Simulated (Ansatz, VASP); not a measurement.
## In3GaP4 in VASP and in Ansatz

```
In Ga P
1.0
     4.12683    0.00000    0.00000
     0.00000    4.12683    0.00000
     0.00000    0.00000   11.73978
In Ga P
3 1 4
Direct
  0.00000 0.00000 0.74086
  0.50000 0.50000 0.00000
  0.00000 0.00000 0.25914
  0.50000 0.50000 0.50000
  0.50000 0.00000 0.87040
  0.00000 0.50000 0.12960
  0.50000 0.00000 0.38955
  0.00000 0.50000 0.61045
```

Alike in both runs: functional PBE; k mesh 10 × 10 × 4; occupations gaussian, width 0.02 eV; no spin polarisation.

Ansatz relaxed the structure, and its values are those at the end. VASP's run is a single point on that final structure, the one shown.

|  | VASP | Ansatz |
| --- | --- | --- |
| version | VASP 6.6.1 | Ansatz 0.2.0 |
| potentials or method | VASP PAW PBE potentials, release 64 (In_d, Ga_d, P), cutoff 520 eV | scalar-relativistic, plane waves, PAW |
| valence electrons in the cell | 72 | 72 |

```tsv
	VASP	Ansatz	Ansatz less VASP
gap on the k mesh at the Fermi level (eV)	0.56	0.57	+0.004
least direct gap on the mesh (eV)	0.56	0.57	+0.004
pressure (GPa)	0.0	0.0	+0.03
```
